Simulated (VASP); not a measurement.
# BaTiO3 (R-3m) in VASP: notebook

Runs on BaTiO3. Level: PBE. Tasks: single point.

Program: VASP 6.6.1. These are calculated values, not measurements. Logs are shortened: lines on timing, memory, paths and dates and some standing lists are left out, and cuts for length are marked.

**1. The cell of the first run**

Symmetry: R-3m, No. 166, trigonal system. Conventional cell: a = 5.752 Å, b = 5.752 Å, c = 6.733 Å, α = 90.00°, β = 90.00°, γ = 120.00°. Ba (site symmetry -3m) has 12 O at 2.79 to 2.88 Å and 8 Ti at 3.37 to 3.51 Å within 3.7 Å. Within 2.7 Å of Ti (site symmetry -3m) lie 6 O at 2.00 Å. Within 2.9 Å of O (site symmetry 2/m) lie 2 Ti at 2.00 Å and 8 O at 2.79 to 2.88 Å and 4 Ba at 2.79 to 2.88 Å.

**2. Single point, PBE (equal xy, yz and zx shear strains of -3 %)**

INCAR

```
SYSTEM = BaTiO3
PREC     = Accurate       ! precision mode
ENCUT    = 520            ! plane-wave cutoff, eV
EDIFF    = 1E-6           ! SCF threshold, eV
ISMEAR   = -1             ! smearing method
SIGMA    = 0.05           ! smearing width, eV
LREAL    = .FALSE.        ! projectors in reciprocal space
LASPH    = .TRUE.         ! aspherical terms in the spheres
NELM     = 60             ! most SCF steps
ALGO     = Normal         ! electronic algorithm
ISIF     = 2              ! what is computed and relaxed
LWAVE    = .FALSE.        ! write WAVECAR
LCHARG   = .FALSE.        ! write CHGCAR
GGA      = PE             ! functional
NBANDS   = 28             ! bands
```

KPOINTS

```
regular mesh
0
G
  8 8 8
  0 0 0
```

POSCAR

```
BaTiO3
1.0
    4.0073000000     -0.0601095000     -0.0601095000
   -0.0601095000      4.0073000000     -0.0601095000
   -0.0601095000     -0.0601095000      4.0073000000
Ba Ti O
1 1 3
Direct
    0.5000000000      0.5000000000      0.5000000000
    0.0000000000      0.0000000000      0.0000000000
    0.5000000000      0.0000000000      0.0000000000
    0.0000000000      0.5000000000      0.0000000000
    0.0000000000      0.0000000000      0.5000000000
```

Potentials or basis: VASP PAW PBE potentials, release 64 (Ba_sv, Ti_sv, O).

Launch:

```
> cat potpaw_PBE.64/Ba_sv/POTCAR potpaw_PBE.64/Ti_sv/POTCAR potpaw_PBE.64/O/POTCAR > POTCAR
> mpirun -np 1 vasp_std > vasp.out
```

OUTCAR:

```text
SYSTEM = BaTiO3
   PREC = Accurate
   ENCUT = 520
   EDIFF = 1E-6
   ISMEAR = -1
   LREAL = .FALSE.
   LASPH = .TRUE.
   NELM = 60
   ISIF = 2
   GGA = PE

 ion  position               nearest neighbor table
   1  0.500  0.500  0.500-   3 2.79   4 2.79   5 2.79   3 2.79   4 2.79   5 2.79   5 2.88   3 2.88
                             4 2.88   5 2.88   4 2.88   3 2.88   2 3.37   2 3.37   2 3.51   2 3.51
   2  0.000  0.000  0.000-   5 2.00   5 2.00   3 2.00   4 2.00   4 2.00   3 2.00   1 3.37   1 3.37
                             1 3.51   1 3.51   1 3.51   1 3.51   1 3.51   1 3.51
   3  0.500  0.000  0.000-   2 2.00   2 2.00   1 2.79   1 2.79   1 2.88   1 2.88
   4  0.000  0.500  0.000-   2 2.00   2 2.00   1 2.79   1 2.79   1 2.88   1 2.88
   5  0.000  0.000  0.500-   2 2.00   2 2.00   1 2.79   1 2.79   1 2.88   1 2.88

  LATTYP: Found a trigonal (rhomboedric) cell.
 ALAT       =     4.0082015411
 COS(alpha) =    -0.0297616073

  Lattice vectors:

 A1 = (   4.0073000000,  -0.0601095000,  -0.0601095000)
 A2 = (  -0.0601095000,   4.0073000000,  -0.0601095000)
 A3 = (  -0.0601095000,  -0.0601095000,   4.0073000000)

Analysis of symmetry for initial positions (statically):
=====================================================================
 Subroutine PRICEL returns:
 Original cell was already a primitive cell.

 Routine SETGRP: Setting up the symmetry group for a
 trigonal (rhombohedral) supercell.

 Subroutine GETGRP returns: Found 12 space group operations
 (whereof 12 operations were pure point group operations)
 out of a pool of 12 trial point group operations.

The static configuration has the point symmetry D_3d.

Analysis of symmetry for dynamics (positions and initial velocities):
=====================================================================
 Subroutine PRICEL returns:
 Original cell was already a primitive cell.

 Routine SETGRP: Setting up the symmetry group for a
 trigonal (rhombohedral) supercell.

 Subroutine GETGRP returns: Found 12 space group operations
 (whereof 12 operations were pure point group operations)
 out of a pool of 12 trial point group operations.

The dynamic configuration has the point symmetry D_3d.

 Subroutine INISYM returns: Found 12 space group operations
 (whereof 12 operations are pure point group operations),
 and found     1 'primitive' translations

----------------------------------------------------------------------------------------

                                     Primitive cell

  volume of cell :      64.3072

  direct lattice vectors                    reciprocal lattice vectors
     4.007300000 -0.060109500 -0.060109500     0.249658638  0.003801908  0.003801908
    -0.060109500  4.007300000 -0.060109500     0.003801908  0.249658638  0.003801908
    -0.060109500 -0.060109500  4.007300000     0.003801908  0.003801908  0.249658638

  length of vectors
     4.008201541  4.008201541  4.008201541     0.249716529  0.249716529  0.249716529

  position of ions in fractional coordinates (direct lattice)
     0.500000000  0.500000000  0.500000000
     0.000000000  0.000000000  0.000000000
     0.500000000  0.000000000  0.000000000
     0.000000000  0.500000000  0.000000000
     0.000000000  0.000000000  0.500000000

  ion indices of the primitive-cell ions
   primitive index   ion index
                 1           1
                 2           2
                 3           3
                 4           4
                 5           5

----------------------------------------------------------------------------------------

 KPOINTS: regular mesh

Automatic generation of k-mesh.
 Grid dimensions read from file:
 generate k-points for:    8    8    8

 Generating k-lattice:

  Cartesian coordinates                     Fractional coordinates (reciprocal lattice)
     0.031207330  0.000475239  0.000475239     0.125000000  0.000000000  0.000000000
     0.000475239  0.031207330  0.000475239     0.000000000  0.125000000  0.000000000
     0.000475239  0.000475239  0.031207330     0.000000000  0.000000000  0.125000000

  Length of vectors
     0.031214566  0.031214566  0.031214566

  Shift w.r.t. Gamma in fractional coordinates (k-lattice)
     0.000000000  0.000000000  0.000000000

 Subroutine IBZKPT returns following result:
 ===========================================

 Found     65 irreducible k-points:

 Following reciprocal coordinates:
            Coordinates               Weight
  0.000000  0.000000  0.000000      1.000000
  0.125000 -0.000000 -0.000000      6.000000
  0.250000 -0.000000 -0.000000      6.000000
  0.375000  0.000000  0.000000      6.000000
  0.500000 -0.000000 -0.000000      3.000000
  0.125000  0.125000 -0.000000      6.000000
[... 16 lines left out ...]
  0.250000  0.125000  0.125000      6.000000
  0.375000  0.125000  0.125000      6.000000
 [... further k-points ...]
   k-points           NKPTS =     65   k-points in BZ     NKDIM =     65   number of bands    NBANDS=     28
   number of dos      NEDOS =    301   number of ions     NIONS =      5
   total plane-waves  NPLWV =  27000
   dimension x,y,z NGX =    30 NGY =   30 NGZ =   30
   dimension x,y,z NGXF=    60 NGYF=   60 NGZF=   60
   ions per type =               1   1   3
   NGX,Y,Z   is equivalent  to a cutoff of  12.44, 12.44, 12.44 a.u.
   NGXF,Y,Z  is equivalent  to a cutoff of  24.89, 24.89, 24.89 a.u.
 SYSTEM =  BaTiO3
   PREC   = accura    normal or accurate (medium, high low for compatibility)
   ISTART =      0    job   : 0-new  1-cont  2-samecut
   ICHARG =      2    charge: 1-file 2-atom 10-const
   ISPIN  =      1    spin polarized calculation?
   LNONCOLLINEAR =      F non collinear calculations
   LSORBIT =      F    spin-orbit coupling
   LASPH  =      T    aspherical Exc in radial PAW
   ENCUT  =  520.0 eV  38.22 Ry    6.18 a.u.   7.45  7.45  7.45*2*pi/ulx,y,z
   NELM   =     60;   NELMIN=  2; NELMDL= -5     # of ELM steps
   EDIFF  = 0.1E-05   stopping-criterion for ELM
   LREAL  =      F    real-space projection
   EDIFFG = 0.1E-04   stopping-criterion for IOM
   NSW    =      0    number of steps for IOM
   IBRION =     -1    ionic relax: 0-MD 1-quasi-New 2-CG
   NFREE  =      0    steps in history (QN), initial steepest desc. (CG)
   ISIF   =      2    stress and relaxation
   ISYM   =      2    0-nonsym 1-usesym 2-fastsym
   POTIM  = 0.5000    time-step for ionic-motion
   TEBEG  =    0.0;   TEEND  =   0.0 temperature during run
   PSTRESS=    0.0 pullay stress
   NELECT =      40.0000    total number of electrons
   NUPDOWN=      -1.0000    fix difference up-down
   EMIN   =  10.00;   EMAX   =-10.00  energy-range for DOS
   EFERMI =   0.00;   METHOD = LEGACY
   ISMEAR =    -1;   SIGMA  =   0.05  broadening in eV -4-tet -1-fermi 0-gaus
   EFERMI_NEDOS =   21; number of points for ismear=-14 and -15
   IALGO  =     38    algorithm
   IMIX   =      4    mixing-type and parameters
     AMIX     =   0.40;   BMIX     =  1.00
     AMIX_MAG =   1.60;   BMIX_MAG =  1.00
  volume/ion in A,a.u.               =      12.86        86.79
  Fermi-wavevector in a.u.,A,eV,Ry     =   1.397467  2.640831 26.571025  1.952915
  Thomas-Fermi vector in A             =   2.520721
   LORBIT       =      0    0 simple, 1 ext, 2 COOP (PROOUT), +10 PAW based schemes
   GGA     = PE    functional components
   LHFCALC =     F    Hartree Fock is set to
   AEXX    =    0.0000 exact exchange contribution
   IVDW    =     0    specifies the selected vdW correction
   LEPSILON=     F    determine dielectric tensor
   LRPA    =     F    only Hartree local field effects (RPA)
 non-spin polarized calculation
  energy-cutoff  :      520.00
  volume of cell :       64.31
 maximum number of plane-waves:      1756
 NGX is ok and might be reduce to    30
   NGX = 15   NGY = 15   NGZ = 15

 number of electron      39.9999964 magnetization

 Free energy of the ion-electron system (eV)
  ---------------------------------------------------
  ext. energy  EPLUGINS =         0.00000000
  ---------------------------------------------------
  free energy    TOTEN  =       -39.90233040 eV

  energy without entropy =      -39.90233039  energy(sigma->0) =      -39.90233040

 E-fermi :   4.6870     XC(G=0): -11.2440

 val. band max:        3.8664543775   @ k =   0.5000   0.5000   0.5000
 cond. band min:       5.4331692735   @ k =   0.0000   0.0000   0.0000
 fundamental gap:      1.5667148960
 Fermi energy:         4.6869560088

 k-point     1 :       0.0000    0.0000    0.0000
  band No.  band energies     occupation
      1     -52.8426      2.00000
      2     -29.0796      2.00000
      3     -29.0381      2.00000
      4     -29.0381      2.00000
      5     -21.0100      2.00000
      6     -13.0735      2.00000
[... 20 lines left out ...]
     27       8.8726      0.00000
     28      11.1184      0.00000

 k-point     2 :       0.1250   -0.0000   -0.0000
  band No.  band energies     occupation
      1     -52.8424      2.00000
      2     -29.0821      2.00000
      3     -29.0429      2.00000
      4     -29.0379      2.00000
      5     -20.9931      2.00000
      6     -13.0809      2.00000
[... 20 lines left out ...]
     27       9.1777      0.00000
     28      11.4823      0.00000

 k-point     3 :       0.2500   -0.0000   -0.0000
  band No.  band energies     occupation
      1     -52.8421      2.00000
      2     -29.0913      2.00000
      3     -29.0511      2.00000
      4     -29.0372      2.00000
      5     -20.9518      2.00000
      6     -13.1444      2.00000
[... 20 lines left out ...]
     27       9.9795      0.00000
     28      12.1579      0.00000

 k-point     4 :       0.3750    0.0000    0.0000
  band No.  band energies     occupation
      1     -52.8417      2.00000
      2     -29.1044      2.00000
      3     -29.0554      2.00000
      4     -29.0365      2.00000
      5     -20.9097      2.00000
      6     -13.2487      2.00000
[... 578 lines left out ...]
     27       9.7367      0.00000
     28      11.6179      0.00000

 k-point    23 :       0.2500    0.1250    0.1250
  band No.  band energies     occupation
      1     -52.8418      2.00000
      2     -29.0939      2.00000
      3     -29.0550      2.00000
      4     -29.0444      2.00000
      5     -20.9212      2.00000
      6     -13.0743      2.00000
[... 20 lines left out ...]
     27      10.4898      0.00000
     28      11.9165      0.00000

 k-point    24 :       0.3750    0.1250    0.1250
  band No.  band energies     occupation
      1     -52.8414      2.00000
      2     -29.1052      2.00000
      3     -29.0608      2.00000
      4     -29.0437      2.00000
      5     -20.8842      2.00000
      6     -13.1262      2.00000
[... 20 lines left out ...]
     27      11.3165      0.00000
     28      12.4208      0.00000

 [... further k-points ...]

------------------------ aborting loop because EDIFF is reached ----------------------------------------

  FORCE on cell =-STRESS in cart. coord.  units (eV):
  Direction    XX          YY          ZZ          XY          YZ          ZX
  --------------------------------------------------------------------------------------
  -------------------------------------------------------------------------------------
  Total        1.4154250      1.4154250      1.4154250      1.5217890      1.5217890      1.5217890
  in kB       35.2645260     35.2645260     35.2645260     37.9145276     37.9145276     37.9145276
  external PRESSURE =      35.2645260 kB  Pullay stress =       0.0000000 kB

 VOLUME and BASIS-vectors are now :
 -----------------------------------------------------------------------------
  energy-cutoff  :      520.00
  volume of cell :       64.31
      direct lattice vectors                 reciprocal lattice vectors
     4.007300000 -0.060109500 -0.060109500     0.249658638  0.003801908  0.003801908
    -0.060109500  4.007300000 -0.060109500     0.003801908  0.249658638  0.003801908
    -0.060109500 -0.060109500  4.007300000     0.003801908  0.003801908  0.249658638

 POSITION                                       TOTAL-FORCE (eV/Angst)
 -----------------------------------------------------------------------------------
      1.94354      1.94354      1.94354         0.000000     -0.000000      0.000000
      0.00000      0.00000      0.00000        -0.000000      0.000000      0.000000
      2.00365     -0.03005     -0.03005        -0.000000      0.000000      0.000000
     -0.03005      2.00365     -0.03005        -0.000000     -0.000000     -0.000000
     -0.03005     -0.03005      2.00365         0.000000     -0.000000      0.000000
 -----------------------------------------------------------------------------------
    total drift:                                0.000000     -0.000000      0.000000

  FREE ENERGIE OF THE ION-ELECTRON SYSTEM (eV)
  ---------------------------------------------------
  free  energy   TOTEN  =       -39.9023303979 eV

  energy  without entropy=      -39.9023303932  energy(sigma->0) =      -39.90233040
```

Wall time 3.5 min (1 thread of Intel Xeon 8259CL, shared host); peak memory 0.25 GiB.

What came out:

- Free energy: -39.9023 eV
- Pressure: 3.5 GPa
- Band gap on the k mesh: 1.57 eV (least direct gap 1.60 eV)

Caveat: the cell differs from its parent crystal (equal xy, yz and zx shear strains of -3 %); the cell stands under pressure; spin-orbit coupling is left out, which moves the levels of the heavy elements.

**3. Single point, PBE (equal xy, yz and zx shear strains of -1 %)**

INCAR

```
SYSTEM = BaTiO3
  ALGO = Normal
  EDIFF = 1E-6
  ENCUT = 520
  GGA = PE
  ISIF = 2
  ISMEAR = -1
  LASPH = .True.
  LCHARG = .False.
  LREAL = .False.
  LWAVE = .False.
  NBANDS = 28
  NELM = 100
  PREC = Accurate
  SIGMA = 0.05
```

KPOINTS

```
k-points
0
Gamma
  8 8 8
  0 0 0
```

Edit POSCAR of step 2 so:

```diff
@@ -2,5 +2,5 @@
 1.0
-    4.0073000000     -0.0601095000     -0.0601095000
-   -0.0601095000      4.0073000000     -0.0601095000
-   -0.0601095000     -0.0601095000      4.0073000000
+    4.0073000000     -0.0200365000     -0.0200365000
+   -0.0200365000      4.0073000000     -0.0200365000
+   -0.0200365000     -0.0200365000      4.0073000000
 Ba Ti O
```

Potentials or basis: VASP PAW PBE potentials, release 64 (Ba_sv, Ti_sv, O).

Launch:

```
> cat potpaw_PBE.64/Ba_sv/POTCAR potpaw_PBE.64/Ti_sv/POTCAR potpaw_PBE.64/O/POTCAR > POTCAR
> mpirun -np 1 vasp_std > vasp.out
```

Run time: 3.6 min. Hardware: 1 thread of Intel Xeon 8259CL, shared host; peak memory 0.25 GiB.

The run converged. Its results:

- Free energy: -39.9645 eV
- Pressure: 3.3 GPa
- Band gap on the k mesh: 1.69 eV (least direct gap 1.80 eV)

Stress tensor (GPa, compression positive):
```
3.26 1.25 1.25
1.25 3.26 1.25
1.25 1.25 3.26
```

Levels at points of the mesh, in eV from the valence-band top:
```
           k point  band 16  band 17  band 18  band 19  band 20  band 21  band 22  band 23  band 24  band 25
(0.00, 0.00, 0.00)    -1.08    -1.08    -0.19    -0.19    -0.11     1.69     1.74     1.74     3.86     3.86
(0.50, 0.00, 0.00)    -1.93    -1.86    -1.82    -0.78    -0.69     1.88     3.44     3.46     3.87     5.87
(0.50, 0.50, 0.00)    -2.68    -1.74    -0.91    -0.87    -0.10     3.45     3.47     3.87     4.71     7.61
(0.50, 0.50, 0.50)    -2.45    -2.36    -0.02    -0.02     0.00     4.10     4.13     4.13     6.62     6.73
```

Caveat: the cell differs from its parent crystal (equal xy, yz and zx shear strains of -1 %); the cell stands under pressure; spin-orbit coupling is left out, which moves the levels of the heavy elements. A k mesh can miss the band edges.
